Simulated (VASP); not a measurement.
# MnO (Fm-3m) in VASP: a series of runs

MnO is run at these levels: PBE; tasks: electric field gradients.

All numbers are computed with VASP 6.6.1; they aren't measurements. Logs are shortened: lines on timing, memory, paths and dates and some standing lists are left out, and cuts for length are marked.

### Step 1. The cell of the first run

Symmetry: Fm-3m, No. 225, cubic system. The conventional cell has a = 4.459 Å, b = 4.459 Å, c = 4.459 Å, α = 90.00°, β = 90.00°, γ = 90.00°. Mn (site symmetry m-3m) has 6 O at 2.23 Å within 2.9 Å. O (site symmetry m-3m) has 6 Mn at 2.23 Å within 2.9 Å.

### Step 2. Electric field gradients, PBE, collinear spin, ferromagnetic start (11.08 Å³/atom)

The input, INCAR:

```
ALGO = Normal ; EDIFF = 1E-8
ENCUT = 520 ; GGA = PE
ISIF = 2 ; ISMEAR = -1
ISPIN = 2 ; LASPH = True
LCHARG = False ; LEFG = True
LMAXMIX = 4 ; LORBIT = 11
LREAL = False ; LWAVE = False
MAGMOM = 4 0 ; NBANDS = 20
NELM = 150 ; PREC = Accurate
SIGMA = 0.05
```

The input, KPOINTS:

```
k-points
0
Gamma
  16 16 16
```

The input, POSCAR:

```
MnO
1.0
    0.0000000000      2.2293821140      2.2293821140
    2.2293821140      0.0000000000      2.2293821140
    2.2293821140      2.2293821140      0.0000000000
Mn O
1 1
Direct
    0.0000000000      0.0000000000      0.0000000000
    0.5000000000      0.5000000000      0.5000000000
```

Potentials or basis: VASP PAW PBE potentials, release 64 (Mn_pv, O).

Command:

```sh
> cat potpaw_PBE.64/Mn_pv/POTCAR potpaw_PBE.64/O/POTCAR > POTCAR
> mpirun -np 1 vasp_std > vasp.out
```

OUTCAR:

```text
EDIFF = 1E-8
   ENCUT = 520
   GGA = PE
   ISIF = 2
   ISMEAR = -1
   ISPIN = 2
   LASPH = True
   LORBIT = 11
   LREAL = False
   NELM = 150
   PREC = Accurate

 ion  position               nearest neighbor table
   1  0.000  0.000  0.000-   2 2.23   2 2.23   2 2.23   2 2.23   2 2.23   2 2.23
   2  0.500  0.500  0.500-   1 2.23   1 2.23   1 2.23   1 2.23   1 2.23   1 2.23

  LATTYP: Found a face centered cubic cell.
 ALAT       =     4.4587642280

  Lattice vectors:

 A1 = (   0.0000000000,   2.2293821140,   2.2293821140)
 A2 = (   2.2293821140,   0.0000000000,   2.2293821140)
 A3 = (   2.2293821140,   2.2293821140,   0.0000000000)

Analysis of symmetry for initial positions (statically):
=====================================================================
 Subroutine PRICEL returns:
 Original cell was already a primitive cell.

 Routine SETGRP: Setting up the symmetry group for a
 face centered cubic supercell.

 Subroutine GETGRP returns: Found 48 space group operations
 (whereof 48 operations were pure point group operations)
 out of a pool of 48 trial point group operations.

The static configuration has the point symmetry O_h .

Analysis of symmetry for dynamics (positions and initial velocities):
=====================================================================
 Subroutine PRICEL returns:
 Original cell was already a primitive cell.

 Routine SETGRP: Setting up the symmetry group for a
 face centered cubic supercell.

 Subroutine GETGRP returns: Found 48 space group operations
 (whereof 48 operations were pure point group operations)
 out of a pool of 48 trial point group operations.

The dynamic configuration has the point symmetry O_h .

Analysis of structural, dynamic, and magnetic symmetry:
=====================================================================
 Subroutine PRICEL returns:
 Original cell was already a primitive cell.

 Routine SETGRP: Setting up the symmetry group for a
 face centered cubic supercell.

 Subroutine GETGRP returns: Found 48 space group operations
 (whereof 48 operations were pure point group operations)
 out of a pool of 48 trial point group operations.

The overall configuration has the point symmetry O_h .

 Subroutine INISYM returns: Found 48 space group operations
 (whereof 48 operations are pure point group operations),
 and found     1 'primitive' translations

----------------------------------------------------------------------------------------

                                     Primitive cell

  volume of cell :      22.1607

  direct lattice vectors                    reciprocal lattice vectors
     0.000000000  2.229382114  2.229382114    -0.224277389  0.224277389  0.224277389
     2.229382114  0.000000000  2.229382114     0.224277389 -0.224277389  0.224277389
     2.229382114  2.229382114  0.000000000     0.224277389  0.224277389 -0.224277389

  length of vectors
     3.152822421  3.152822421  3.152822421     0.388459833  0.388459833  0.388459833

  position of ions in fractional coordinates (direct lattice)
     0.000000000  0.000000000  0.000000000
     0.500000000  0.500000000  0.500000000

  ion indices of the primitive-cell ions
   primitive index   ion index
                 1           1
                 2           2

----------------------------------------------------------------------------------------

 KPOINTS: k-points

Automatic generation of k-mesh.
 Grid dimensions read from file:
 generate k-points for:   16   16   16

 Generating k-lattice:

  Cartesian coordinates                     Fractional coordinates (reciprocal lattice)
    -0.014017337  0.014017337  0.014017337     0.062500000  0.000000000  0.000000000
     0.014017337 -0.014017337  0.014017337     0.000000000  0.062500000  0.000000000
     0.014017337  0.014017337 -0.014017337     0.000000000  0.000000000  0.062500000

  Length of vectors
     0.024278740  0.024278740  0.024278740

  Shift w.r.t. Gamma in fractional coordinates (k-lattice)
     0.000000000  0.000000000  0.000000000

 Subroutine IBZKPT returns following result:
 ===========================================

 Found    145 irreducible k-points:

 Following reciprocal coordinates:
            Coordinates               Weight
  0.000000  0.000000  0.000000      1.000000
  0.062500  0.000000  0.000000      8.000000
  0.125000  0.000000  0.000000      8.000000
  0.187500  0.000000  0.000000      8.000000
  0.250000  0.000000  0.000000      8.000000
  0.312500  0.000000  0.000000      8.000000
[... 16 lines left out ...]
 -0.125000  0.062500  0.000000     24.000000
 -0.062500  0.062500  0.000000     12.000000
 [... further k-points ...]
   k-points           NKPTS =    145   k-points in BZ     NKDIM =    145   number of bands    NBANDS=     20
   number of dos      NEDOS =    301   number of ions     NIONS =      2
   total plane-waves  NPLWV =  13824
   dimension x,y,z NGX =    24 NGY =   24 NGZ =   24
   dimension x,y,z NGXF=    48 NGYF=   48 NGZF=   48
   ions per type =               1   1
   NGX,Y,Z   is equivalent  to a cutoff of  12.66, 12.66, 12.66 a.u.
   NGXF,Y,Z  is equivalent  to a cutoff of  25.31, 25.31, 25.31 a.u.
 SYSTEM =  unknown system
   PREC   = accura    normal or accurate (medium, high low for compatibility)
   ISTART =      0    job   : 0-new  1-cont  2-samecut
   ICHARG =      2    charge: 1-file 2-atom 10-const
   ISPIN  =      2    spin polarized calculation?
   LNONCOLLINEAR =      F non collinear calculations
   LSORBIT =      F    spin-orbit coupling
   LASPH  =      T    aspherical Exc in radial PAW
   ENCUT  =  520.0 eV  38.22 Ry    6.18 a.u.   5.86  5.86  5.86*2*pi/ulx,y,z
   NELM   =    150;   NELMIN=  2; NELMDL= -5     # of ELM steps
   EDIFF  = 0.1E-07   stopping-criterion for ELM
   LREAL  =      F    real-space projection
   EDIFFG = 0.1E-06   stopping-criterion for IOM
   NSW    =      0    number of steps for IOM
   IBRION =     -1    ionic relax: 0-MD 1-quasi-New 2-CG
   NFREE  =      0    steps in history (QN), initial steepest desc. (CG)
   ISIF   =      2    stress and relaxation
   ISYM   =      2    0-nonsym 1-usesym 2-fastsym
   POTIM  = 0.5000    time-step for ionic-motion
   TEBEG  =    0.0;   TEEND  =   0.0 temperature during run
   PSTRESS=    0.0 pullay stress
   NELECT =      19.0000    total number of electrons
   NUPDOWN=      -1.0000    fix difference up-down
   EMIN   =  10.00;   EMAX   =-10.00  energy-range for DOS
   EFERMI =   0.00;   METHOD = LEGACY
   ISMEAR =    -1;   SIGMA  =   0.05  broadening in eV -4-tet -1-fermi 0-gaus
   EFERMI_NEDOS =   21; number of points for ismear=-14 and -15
   IALGO  =     38    algorithm
   IMIX   =      4    mixing-type and parameters
     AMIX     =   0.40;   BMIX     =  1.00
     AMIX_MAG =   1.60;   BMIX_MAG =  1.00
  volume/ion in A,a.u.               =      11.08        74.77
  Fermi-wavevector in a.u.,A,eV,Ry     =   1.555243  2.938983 32.909500  2.418780
  Thomas-Fermi vector in A             =   2.659212
   LORBIT       =     11    0 simple, 1 ext, 2 COOP (PROOUT), +10 PAW based schemes
   GGA     = PE    functional components
   LHFCALC =     F    Hartree Fock is set to
   AEXX    =    0.0000 exact exchange contribution
   IVDW    =     0    specifies the selected vdW correction
   LEPSILON=     F    determine dielectric tensor
   LRPA    =     F    only Hartree local field effects (RPA)
 spin polarized calculation
  energy-cutoff  :      520.00
  volume of cell :       22.16
 maximum number of plane-waves:       609
   NGX = 11   NGY = 11   NGZ = 11

 number of electron      18.9999990 magnetization       4.7872616

 Free energy of the ion-electron system (eV)
  ---------------------------------------------------
  ext. energy  EPLUGINS =         0.00000000
  ---------------------------------------------------
  free energy    TOTEN  =       -16.40591946 eV

  energy without entropy =      -16.39824844  energy(sigma->0) =      -16.40208395

 E-fermi :   7.4309     XC(G=0): -11.8134

 val. band max:        7.4294661490   @ k =   0.3750   0.2500   0.0000
 cond. band min:       7.4376447556   @ k =   0.4375   0.0625   0.0000
 fundamental gap:      0.0081786066
 Fermi energy:         7.4308522274

 spin component 1

 k-point     1 :       0.0000    0.0000    0.0000
  band No.  band energies     occupation
      1     -42.9482      1.00000
      2     -42.9482      1.00000
      3     -42.9482      1.00000
      4     -12.7624      1.00000
      5       3.7268      1.00000
      6       3.7268      1.00000
[... 12 lines left out ...]
     19      26.9876      0.00000
     20      26.9876      0.00000

 k-point     2 :       0.0625    0.0000    0.0000
  band No.  band energies     occupation
      1     -42.9505      1.00000
      2     -42.9484      1.00000
      3     -42.9484      1.00000
      4     -12.7290      1.00000
      5       3.2995      1.00000
      6       3.4545      1.00000
[... 498 lines left out ...]
 k-point    24 :      -0.0625    0.0625    0.0000
  band No.  band energies     occupation
      1     -42.9537      1.00000
      2     -42.9499      1.00000
      3     -42.9485      1.00000
      4     -12.6756      1.00000
      5       2.7838      1.00000
      6       3.0938      1.00000
[... 12 lines left out ...]
     19      27.1064      0.00000
     20      28.4006      0.00000

 [... further k-points ...]

 spin component 2

 k-point     1 :       0.0000    0.0000    0.0000
  band No.  band energies     occupation
      1     -38.2695      1.00000
      2     -38.2695      1.00000
      3     -38.2695      1.00000
      4     -12.3217      1.00000
      5       4.1122      1.00000
      6       4.1122      1.00000
[... 12 lines left out ...]
     19      29.3407      0.00000
     20      29.3407      0.00000

 k-point     2 :       0.0625    0.0000    0.0000
  band No.  band energies     occupation
      1     -38.2725      1.00000
      2     -38.2699      1.00000
      3     -38.2698      1.00000
      4     -12.2892      1.00000
      5       3.8540      1.00000
      6       4.0342      1.00000
[... 498 lines left out ...]
 k-point    24 :      -0.0625    0.0625    0.0000
  band No.  band energies     occupation
      1     -38.2766      1.00000
      2     -38.2716      1.00000
      3     -38.2699      1.00000
      4     -12.2373      1.00000
      5       3.4758      1.00000
      6       3.8873      1.00000
[... 12 lines left out ...]
     19      29.0558      0.00000
     20      30.5368      0.00000

 [... further k-points ...]

------------------------ aborting loop because EDIFF is reached ----------------------------------------

  FORCE on cell =-STRESS in cart. coord.  units (eV):
  Direction    XX          YY          ZZ          XY          YZ          ZX
  --------------------------------------------------------------------------------------
  -------------------------------------------------------------------------------------
  Total       -0.1369893     -0.1369893     -0.1369893      0.0000000      0.0000000     -0.0000000
  in kB       -9.9040711     -9.9040711     -9.9040711      0.0000000      0.0000000     -0.0000000
  external PRESSURE =      -9.9040711 kB  Pullay stress =       0.0000000 kB

 VOLUME and BASIS-vectors are now :
 -----------------------------------------------------------------------------
  energy-cutoff  :      520.00
  volume of cell :       22.16
      direct lattice vectors                 reciprocal lattice vectors
     0.000000000  2.229382114  2.229382114    -0.224277389  0.224277389  0.224277389
     2.229382114  0.000000000  2.229382114     0.224277389 -0.224277389  0.224277389
     2.229382114  2.229382114  0.000000000     0.224277389  0.224277389 -0.224277389

 POSITION                                       TOTAL-FORCE (eV/Angst)
 -----------------------------------------------------------------------------------
      0.00000      0.00000      0.00000         0.000000      0.000000      0.000000
      2.22938      2.22938      2.22938         0.000000     -0.000000      0.000000
 -----------------------------------------------------------------------------------
    total drift:                                0.000000     -0.000000     -0.000000

  FREE ENERGIE OF THE ION-ELECTRON SYSTEM (eV)
  ---------------------------------------------------
  free  energy   TOTEN  =       -16.4059194574 eV

  energy  without entropy=      -16.3982484409  energy(sigma->0) =      -16.40208395

 Electric field gradients (V/A^2)
---------------------------------------------------------------------
 ion       V_xx      V_yy      V_zz      V_xy      V_xz      V_yz
---------------------------------------------------------------------
   1       0.000    -0.000     0.000     0.004     0.004     0.004
   2      -0.000     0.000    -0.000     0.000     0.000     0.000
---------------------------------------------------------------------

 Electric field gradients after diagonalization (V/A^2)
 (convention: |V_zz| > |V_xx| > |V_yy|)
----------------------------------------------------------------------
 ion       V_xx      V_yy      V_zz     asymmetry (V_yy - V_xx)/ V_zz
----------------------------------------------------------------------
   1      -0.004    -0.004     0.007       0.000
   2      -0.000    -0.000     0.001       0.000
----------------------------------------------------------------------

           NMR quadrupolar parameters

 Cq : quadrupolar parameter    Cq=e*Q*V_zz/h
 eta: asymmetry parameters     (V_yy - V_xx)/ V_zz
 Q  : nuclear electric quadrupole moment in mb (millibarn)
----------------------------------------------------------------------
 ion       Cq(MHz)       eta       Q (mb)
----------------------------------------------------------------------
   1       0.000       0.000       1.000
   2       0.000       0.000       1.000
----------------------------------------------------------------------

 total charge

# of ion       s       p       d       tot
------------------------------------------
    1        0.202   6.173   4.970  11.345
    2        1.561   3.411   0.000   4.972
--------------------------------------------------
tot          1.763   9.584   4.970  16.317

 magnetization (x)

# of ion       s       p       d       tot
------------------------------------------
    1        0.035   0.026   4.284   4.344
    2        0.030   0.172   0.000   0.202
--------------------------------------------------
tot          0.065   0.198   4.284   4.547
```

It took 61 s on 1 thread of Intel Xeon Platinum 8488C (Sapphire Rapids), shared host; peak memory 0.21 GiB.

What came out:

```
Free energy                                           : -16.4059 eV
Pressure                                              : -1.0 GPa
Net moment                                            : 4.79 μB per cell
Site moments                                          : Mn +4.34; O +0.20 μB
Largest electric field gradient by atom               : under 0.05 V/Å² on every atom
Valence electrons inside the program's atomic spheres : Mn 11.35; O 4.97
```

Levels at points of the mesh, in eV from the Fermi level:
Spin up:
| k point | band 9 | band 10 | band 11 | band 12 | band 13 | band 14 | band 15 | band 16 |
| --- | --- | --- | --- | --- | --- | --- | --- | --- |
| (0.00, 0.00, 0.00) | -3.21 | -3.21 | -2.69 | -2.69 | -0.55 | 13.95 | 16.26 | 16.26 |
| (0.50, 0.00, 0.00) | -2.33 | -1.89 | 0.18 | 0.18 | 3.46 | 7.66 | 11.82 | 11.82 |
| (0.50, 0.50, 0.00) | -2.27 | -2.06 | -2.06 | -1.94 | 4.96 | 7.77 | 10.36 | 13.56 |
Spin down:
```tsv
k point	band 3	band 4	band 5	band 6	band 7	band 8	band 9	band 10	band 11	band 12
(0.00, 0.00, 0.00)	-45.70	-19.75	-3.32	-3.32	-3.32	0.76	0.76	0.76	0.77	1.38
(0.50, 0.00, 0.00)	-45.71	-18.82	-7.29	-4.78	-4.78	1.93	1.97	1.97	3.62	3.62
(0.50, 0.50, 0.00)	-45.73	-18.84	-6.35	-4.29	-4.29	-0.79	1.96	2.14	2.40	2.40
```

Caveat: a cell with one magnetic atom can't hold antiferromagnetic order, which such compounds often take; semilocal functionals often make such compounds metallic where correlation or magnetic order opens a gap, which also shifts bond lengths. With open d or f shells a metallic result of PBE can be an artefact of self-interaction; +U or a hybrid may open a gap.

(Part 1 of 2 ends here.)
